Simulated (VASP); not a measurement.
# BiAs (CsCl type) (Pm-3m) in VASP: further runs

The runs below take BiAs (CsCl type) through single point, with PBE.

All numbers are computed with VASP 6.6.1; they aren't measurements. Logs are shortened: lines on timing, memory, paths and dates and some standing lists are left out, and cuts for length are marked.

## Step 1: The cell of the first run

It takes space group Pm-3m (No. 221, cubic). The conventional cell has a = 3.619 Å, b = 3.619 Å, c = 3.619 Å, α = 90.00°, β = 90.00°, γ = 90.00°. As (site symmetry m-3m) has 8 Bi at 3.13 Å and 6 As at 3.62 Å within 4.1 Å. Bi (site symmetry m-3m) has 8 As at 3.13 Å and 6 Bi at 3.62 Å within 4.1 Å.

## Step 2: Single point, PBE

Contents of INCAR:

```
SYSTEM = BiAs
ALGO = Normal
EDIFF = 1E-7
ENCUT = 520
GGA = PE
ISIF = 2
ISMEAR = -1
LASPH = .TRUE.
LCHARG = .TRUE.
LELF = .TRUE.
LREAL = .FALSE.
LVHAR = .TRUE.
LWAVE = .FALSE.
NBANDS = 17
NELM = 60
PREC = Accurate
SIGMA = 0.05
```

Contents of KPOINTS:

```
k-points
0
G
  13 13 13
  0 0 0
```

Contents of POSCAR:

```
BiAs
1.0
    3.6192804749      0.0000000000      0.0000000000
    0.0000000000      3.6192804749      0.0000000000
    0.0000000000      0.0000000000      3.6192804749
As Bi
1 1
Direct
    0.0000000000      0.0000000000      0.0000000000
    0.5000000000      0.5000000000      0.5000000000
```

Potentials or basis: VASP PAW PBE potentials, release 64 (As, Bi_d).

Command:

```sh
$ cat potpaw_PBE.64/As/POTCAR potpaw_PBE.64/Bi_d/POTCAR > POTCAR
$ mpirun -np 1 vasp_std > vasp.out
```

OUTCAR:

```text
SYSTEM = BiAs
   EDIFF = 1E-7
   ENCUT = 520
   GGA = PE
   ISIF = 2
   ISMEAR = -1
   LASPH = .TRUE.
   LREAL = .FALSE.
   NELM = 60
   PREC = Accurate

 ion  position               nearest neighbor table
   1  0.000  0.000  0.000-   2 3.13   2 3.13   2 3.13   2 3.13   2 3.13   2 3.13   2 3.13   2 3.13

   2  0.500  0.500  0.500-   1 3.13   1 3.13   1 3.13   1 3.13   1 3.13   1 3.13   1 3.13   1 3.13

  LATTYP: Found a simple cubic cell.
 ALAT       =     3.6192804749

  Lattice vectors:

 A1 = (   3.6192804749,   0.0000000000,   0.0000000000)
 A2 = (   0.0000000000,   3.6192804749,   0.0000000000)
 A3 = (   0.0000000000,   0.0000000000,   3.6192804749)

Analysis of symmetry for initial positions (statically):
=====================================================================
 Subroutine PRICEL returns:
 Original cell was already a primitive cell.

 Routine SETGRP: Setting up the symmetry group for a
 simple cubic supercell.

 Subroutine GETGRP returns: Found 48 space group operations
 (whereof 48 operations were pure point group operations)
 out of a pool of 48 trial point group operations.

The static configuration has the point symmetry O_h .

Analysis of symmetry for dynamics (positions and initial velocities):
=====================================================================
 Subroutine PRICEL returns:
 Original cell was already a primitive cell.

 Routine SETGRP: Setting up the symmetry group for a
 simple cubic supercell.

 Subroutine GETGRP returns: Found 48 space group operations
 (whereof 48 operations were pure point group operations)
 out of a pool of 48 trial point group operations.

The dynamic configuration has the point symmetry O_h .

 Subroutine INISYM returns: Found 48 space group operations
 (whereof 48 operations are pure point group operations),
 and found     1 'primitive' translations

----------------------------------------------------------------------------------------

                                     Primitive cell

  volume of cell :      47.4096

  direct lattice vectors                    reciprocal lattice vectors
     3.619280475  0.000000000  0.000000000     0.276298012  0.000000000  0.000000000
     0.000000000  3.619280475  0.000000000     0.000000000  0.276298012  0.000000000
     0.000000000  0.000000000  3.619280475     0.000000000  0.000000000  0.276298012

  length of vectors
     3.619280475  3.619280475  3.619280475     0.276298012  0.276298012  0.276298012

[... 78 lines left out ...]
   ENCUT  =  520.0 eV  38.22 Ry    6.18 a.u.   6.73  6.73  6.73*2*pi/ulx,y,z
   NELM   =     60;   NELMIN=  2; NELMDL= -5     # of ELM steps
   EDIFF  = 0.1E-06   stopping-criterion for ELM
   LREAL  =      F    real-space projection
   EDIFFG = 0.1E-05   stopping-criterion for IOM
   NSW    =      0    number of steps for IOM
   IBRION =     -1    ionic relax: 0-MD 1-quasi-New 2-CG
   NFREE  =      0    steps in history (QN), initial steepest desc. (CG)
   ISIF   =      2    stress and relaxation
   ISYM   =      2    0-nonsym 1-usesym 2-fastsym
   POTIM  = 0.5000    time-step for ionic-motion
   TEBEG  =    0.0;   TEEND  =   0.0 temperature during run
   PSTRESS=    0.0 pullay stress
   NELECT =      20.0000    total number of electrons
   NUPDOWN=      -1.0000    fix difference up-down
   EMIN   =  10.00;   EMAX   =-10.00  energy-range for DOS
   EFERMI =   0.00;   METHOD = LEGACY
   ISMEAR =    -1;   SIGMA  =   0.05  broadening in eV -4-tet -1-fermi 0-gaus
   EFERMI_NEDOS =   21; number of points for ismear=-14 and -15
   IALGO  =     38    algorithm
   IMIX   =      4    mixing-type and parameters
     AMIX     =   0.40;   BMIX     =  1.00
     AMIX_MAG =   1.60;   BMIX_MAG =  1.00
  volume/ion in A,a.u.               =      23.70       159.97
  Fermi-wavevector in a.u.,A,eV,Ry     =   1.227805  2.320214 20.510839  1.507504
  Thomas-Fermi vector in A             =   2.362754
   LORBIT       =      0    0 simple, 1 ext, 2 COOP (PROOUT), +10 PAW based schemes
   GGA     = PE    functional components
   LHFCALC =     F    Hartree Fock is set to
   AEXX    =    0.0000 exact exchange contribution
   IVDW    =     0    specifies the selected vdW correction
   LEPSILON=     F    determine dielectric tensor
   LRPA    =     F    only Hartree local field effects (RPA)
 non-spin polarized calculation
  energy-cutoff  :      520.00
  volume of cell :       47.41
 maximum number of plane-waves:      1309
 NGX is ok and might be reduce to    28

 number of electron      19.9999986 magnetization

 Free energy of the ion-electron system (eV)
  ---------------------------------------------------
  ext. energy  EPLUGINS =         0.00000000
  ---------------------------------------------------
  free energy    TOTEN  =        -8.01892218 eV

  energy without entropy =       -8.00708766  energy(sigma->0) =       -8.01300492

 E-fermi :   7.9380     XC(G=0): -10.7509

 val. band max:        7.9194003165   @ k =   0.4615   0.0000   0.0000
 cond. band min:       7.9617582173   @ k =   0.3846   0.0769   0.0000
 fundamental gap:      0.0423579008
 Fermi energy:         7.9379611021

 k-point     1 :       0.0000    0.0000    0.0000
  band No.  band energies     occupation
      1     -15.2781      2.00000
      2     -15.2781      2.00000
      3     -15.1605      2.00000
      4     -15.1605      2.00000
      5     -15.1605      2.00000
      6      -6.4866      2.00000
[... 457 lines left out ...]
      4     -15.1790      2.00000
      5     -15.1541      2.00000
      6      -3.9063      2.00000
[... 9 lines left out ...]
     16      16.9086      0.00000
     17      18.4943      0.00000

 [... further k-points ...]

------------------------ aborting loop because EDIFF is reached ----------------------------------------

  FORCE on cell =-STRESS in cart. coord.  units (eV):
  Direction    XX          YY          ZZ          XY          YZ          ZX
  --------------------------------------------------------------------------------------
  -------------------------------------------------------------------------------------
  Total        1.3560225      1.3560225      1.3560225     -0.0000000     -0.0000000     -0.0000000
  in kB       45.8258736     45.8258736     45.8258736     -0.0000000     -0.0000000     -0.0000000
  external PRESSURE =      45.8258736 kB  Pullay stress =       0.0000000 kB

 VOLUME and BASIS-vectors are now :
 -----------------------------------------------------------------------------
  energy-cutoff  :      520.00
  volume of cell :       47.41
      direct lattice vectors                 reciprocal lattice vectors
     3.619280475  0.000000000  0.000000000     0.276298012  0.000000000  0.000000000
     0.000000000  3.619280475  0.000000000     0.000000000  0.276298012  0.000000000
     0.000000000  0.000000000  3.619280475     0.000000000  0.000000000  0.276298012

 POSITION                                       TOTAL-FORCE (eV/Angst)
 -----------------------------------------------------------------------------------
      0.00000      0.00000      0.00000         0.000000      0.000000      0.000000
      1.80964      1.80964      1.80964         0.000000      0.000000      0.000000
 -----------------------------------------------------------------------------------
    total drift:                                0.000000      0.000000      0.000000

  FREE ENERGIE OF THE ION-ELECTRON SYSTEM (eV)
  ---------------------------------------------------
  free  energy   TOTEN  =        -8.0189221812 eV

  energy  without entropy=       -8.0070876564  energy(sigma->0) =       -8.01300492
```

OSZICAR:

```text
N       E                     dE             d eps       ncg     rms          rms(c)
DAV:   1     0.145323541495E+03    0.14532E+03   -0.10643E+04  2865   0.133E+03
DAV:   2     0.171245109765E+01   -0.14361E+03   -0.14002E+03  3035   0.337E+02
DAV:   3    -0.792544051729E+01   -0.96379E+01   -0.95236E+01  3550   0.850E+01
DAV:   4    -0.814840338872E+01   -0.22296E+00   -0.22248E+00  3613   0.135E+01
DAV:   5    -0.815558122999E+01   -0.71778E-02   -0.71773E-02  3827   0.236E+00    0.206E+00
DAV:   6    -0.801925765004E+01    0.13632E+00   -0.44501E-01  4265   0.410E+00    0.110E+00
DAV:   7    -0.801968305268E+01   -0.42540E-03   -0.38227E-02  3315   0.100E+00    0.517E-01
DAV:   8    -0.801898611528E+01    0.69694E-03   -0.29505E-03  3357   0.445E-01    0.747E-02
DAV:   9    -0.801891954122E+01    0.66574E-04   -0.60919E-04  3872   0.153E-01    0.430E-02
DAV:  10    -0.801892373163E+01   -0.41904E-05   -0.51000E-05  3268   0.390E-02    0.220E-02
DAV:  11    -0.801892169722E+01    0.20344E-05   -0.11453E-05  4333   0.261E-02    0.488E-03
DAV:  12    -0.801892249277E+01   -0.79555E-06   -0.10553E-06  3266   0.540E-03    0.212E-03
DAV:  13    -0.801892221504E+01    0.27774E-06   -0.27607E-08  1766   0.143E-03    0.351E-04
DAV:  14    -0.801892218116E+01    0.33873E-07   -0.37773E-09  1649   0.701E-04
   1 F= -.80189222E+01 E0= -.80130049E+01  d E =-.118345E-01
```

It took 49 s on 1 thread of Intel Xeon 6975P-C, shared host; peak memory 0.21 GiB.

Results:

```yaml
Free_energy: -8.0189 eV
Pressure: 4.6 GPa
Band_gap_on_the_k_mesh: zero (band 10 reaches 8.80 eV, above the bottom of band 11 at 5.72 eV)
```

Caveat: spin-orbit coupling is left out, which moves the levels of the heavy elements.

## Step 3: Single point, PBE

Contents of INCAR:

```
PREC = Accurate
ENCUT = 520
EDIFF = 1E-6
ISMEAR = -1
SIGMA = 0.05
LREAL = F
LASPH = T
NELM = 60
ALGO = Normal
ISIF = 2
LWAVE = F
LCHARG = F
GGA = PE
NBANDS = 17
```

Contents of KPOINTS:

```
Automatic mesh
0
Gamma
  13 13 13
```

POSCAR is that of step 2.

Potentials or basis: VASP PAW PBE potentials, release 64 (As, Bi_d).

Command:

```sh
$ cat potpaw_PBE.64/As/POTCAR potpaw_PBE.64/Bi_d/POTCAR > POTCAR
$ mpirun -np 1 vasp_std > vasp.out
```

Run time: 41 s. Hardware: 1 thread of Intel Xeon 6975P-C, shared host; peak memory 0.21 GiB.

Results (log left out):

| Item | Value |
| --- | --- |
| Free energy | -8.0189 eV |
| Pressure | 4.6 GPa |
| Band gap on the k mesh | zero (band 10 reaches 8.80 eV, above the bottom of band 11 at 5.72 eV) |

Levels at points of the mesh, in eV from the Fermi level:
| k point | band 8 | band 9 | band 10 | band 11 | band 12 | band 13 |
| --- | --- | --- | --- | --- | --- | --- |
| (0.00, 0.00, 0.00) | -2.03 | -2.03 | -2.03 | 3.79 | 3.79 | 6.01 |

Caveat: spin-orbit coupling is left out, which moves the levels of the heavy elements.

## Step 4: Single point, PBE (volume scaled by 0.97)

Contents of INCAR:

```
ALGO = Normal
EDIFF = 1E-6
ENCUT = 520
GGA = PE
ISIF = 2
ISMEAR = -1
LASPH = T
LCHARG = F
LREAL = F
LWAVE = F
NBANDS = 17
NELM = 100
PREC = Accurate
SIGMA = 0.05
```

Contents of KPOINTS:

```
k-points
0
Gamma
  13 13 13
```

Contents of POSCAR:

```
BiAs
1.0
    3.6567327220      0.0000000000      0.0000000000
    0.0000000000      3.6567327220      0.0000000000
    0.0000000000      0.0000000000      3.6567327220
As Bi
1 1
Direct
    0.0000000000      0.0000000000      0.0000000000
    0.5000000000      0.5000000000      0.5000000000
```

Command:

```sh
$ cat potpaw_PBE.64/As/POTCAR potpaw_PBE.64/Bi_d/POTCAR > POTCAR
$ mpirun -np 1 vasp_std > vasp.out
```

It took 38 s on 1 thread of Intel Xeon 6975P-C, shared host; peak memory 0.2 GiB.

It converged, with:

| Property | Result |
| --- | --- |
| Free energy | -8.0504 eV |
| Pressure | 2.2 GPa |
| Band gap on the k mesh | zero (band 10 reaches 8.40 eV, above the bottom of band 11 at 5.43 eV) |

Levels at points of the mesh, in eV from the Fermi level:
```tsv
k point	band 6	band 7	band 8	band 9	band 10	band 11	band 12	band 13	band 14	band 15
(0.00, 0.00, 0.00)	-14.17	-7.46	-1.95	-1.95	-1.95	3.84	3.84	5.77	5.77	5.77
```

Caveat: spin-orbit coupling is left out, which moves the levels of the heavy elements.
